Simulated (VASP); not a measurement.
A run of VASP 6.6.1 is set up as follows.

INCAR

```
SYSTEM = NaH
  PREC = Accurate
  ENCUT = 500
  EDIFF = 1E-6
  ISMEAR = 0
  SIGMA = 0.01
  LREAL = .False.
  LASPH = .True.
  NELM = 120
  ALGO = Normal
  ISIF = 2
  LWAVE = .False.
  LCHARG = .False.
  NBANDS = 11
  GGA_COMPAT = .False.
```

Contents of KPOINTS:

```
regular mesh
0
Gamma
  4 4 4
  0 0 0
```

Contents of POSCAR:

```
NaH
1.0
    0.0000000000      2.3975116422      2.3975116422
    2.3975116422      0.0000000000      2.3975116422
    2.3975116422      2.3975116422      0.0000000000
Na H
1 1
Direct
    0.0000000000      0.0000000000      0.0000000000
    0.5000000000      0.5000000000      0.5000000000
```

Potentials or basis: VASP PAW LDA potentials, release 64 (Na_pv, H).

Run with:

```sh
$ cat potpaw_LDA.64/Na_pv/POTCAR potpaw_LDA.64/H/POTCAR > POTCAR
$ mpirun -np 1 vasp_std > vasp.out
```

**Question.** Predict the pressure.

**Answer.** -1.7 GPa.

**Question.** What does it give for the band gap on the k mesh?

**Answer.** 3.44 eV, indirect (least direct gap 4.37 eV).

Caveat: the k points lie up to 0.57 Å⁻¹ apart. A k mesh can miss the band edges.
